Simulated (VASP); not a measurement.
Hg3P2: relaxation of cell and atoms with PBE

The system is Hg3P2.

```
Hg P
1.0
     4.30155    0.00000    0.00000
    -2.15077    3.72525    0.00000
     0.00000    0.00000    6.69251
Hg P
3 2
Direct
  0.00000 0.00000 0.00000
  0.33333 0.66667 0.64500
  0.66667 0.33333 0.35500
  0.33333 0.66667 0.24500
  0.66667 0.33333 0.75500
```

* Program: VASP 6.6.1
* Task: relaxation of cell and atoms
* Functional: PBE
* Potentials or basis: VASP PAW PBE potentials, release 64 (Hg, P)
* Cutoff: 600 eV
* k mesh: 6 × 6 × 4
* Occupations: gaussian, width 0.1 eV
* Spin: no spin polarisation
* Dipole correction: no
* Further INCAR settings: ALGO = Normal; EDIFF = 1e-06; IBRION = 2; EDIFFG = -0.04; NSW = 90; ISIF = 3

```json
{
  "Relaxed volume": "22.75 Å³/atom",
  "Relaxed cell": "a = 4.204 Å, b = 4.204 Å, c = 7.432 Å, α = 90.00°, β = 90.00°, γ = 120.00°",
  "Space group after relaxing (to 0.05 Å)": "P-3m1 (No. 164)",
  "Energy gained by relaxing": "82.0 meV/atom",
  "Ionic steps": "14",
  "Pressure after relaxing": "0.2 GPa",
  "Largest force after relaxing": "0.027 eV/Å",
  "Band gap on the k mesh": "zero (band 23 reaches 3.94 eV, above the bottom of band 24 at 2.53 eV)"
}
```

Forces on the atoms (eV/Å):
```
Hg   0.000  0.000  0.000
Hg   0.000  0.000  0.003
Hg   0.000  0.000 -0.003
P    0.000  0.000  0.027
P    0.000  0.000 -0.027
```

Stress tensor (GPa, compression positive):
```
0.23 0.00 0.00
0.00 0.23 0.00
0.00 0.00 0.12
```

Step by step:
```
step  energy change (eV)  largest force (eV/Å)  pressure (GPa)  volume (Å³)
   1              0.0000                0.9025            6.70       107.24
   2             -0.2628                0.0799           -2.15       121.72
   3             -0.2776                0.2000           -0.82       118.60
   4             -0.3247                0.1961           -0.40       117.65
   5             -0.3682                0.2515            1.46       114.51
   6             -0.3720                0.2388            0.97       115.20
   7             -0.3876                0.1112           -0.47       117.83
   8             -0.3877                0.1182           -0.38       117.68
   9             -0.3939                0.1015           -0.25       117.05
  10             -0.4030                0.0744            0.11       115.37
  11             -0.4034                0.0646            0.23       114.90
  12             -0.4078                0.0362           -0.34       115.29
  13             -0.4078                0.0401           -0.37       115.31
  14             -0.4101                0.0268            0.20       113.76
```

Final structure:
```xyz
5
Lattice="4.2039 0.0000 0.0000 -2.1020 3.6407 0.0000 0.0000 0.0000 7.4324" Properties=species:S:1:pos:R:3 pbc="T T T"
Hg    0.0000    0.0000    0.0000
Hg    0.0000    2.4271    4.7157
Hg    2.1020    1.2136    2.7166
P     0.0000    2.4271    1.6216
P     2.1020    1.2136    5.8107
```

Levels at points of the mesh, in eV from the Fermi level:
```tsv
k point	band 20	band 21	band 22	band 23	band 24	band 25	band 26	band 27
(0.00, 0.00, 0.00)	-1.01	0.04	0.04	0.21	0.21	1.22	3.70	4.64
(0.50, 0.00, 0.00)	-3.37	-2.60	-2.04	-0.11	-0.02	1.15	3.72	4.16
(0.00, 0.00, 0.50)	-0.17	-0.17	0.26	0.53	0.53	1.52	2.83	3.51
(0.50, 0.00, 0.50)	-2.41	-1.53	-1.26	-1.05	-0.88	1.08	2.30	3.35
```

Wall time 8.3 min on 1 thread of Intel(R) Xeon(R) Platinum 8375C CPU @ 2.90GHz (Ice Lake), on a shared host, peak memory 0.3 GiB.

Caveat: spin-orbit coupling is left out, which moves the levels of the heavy elements.
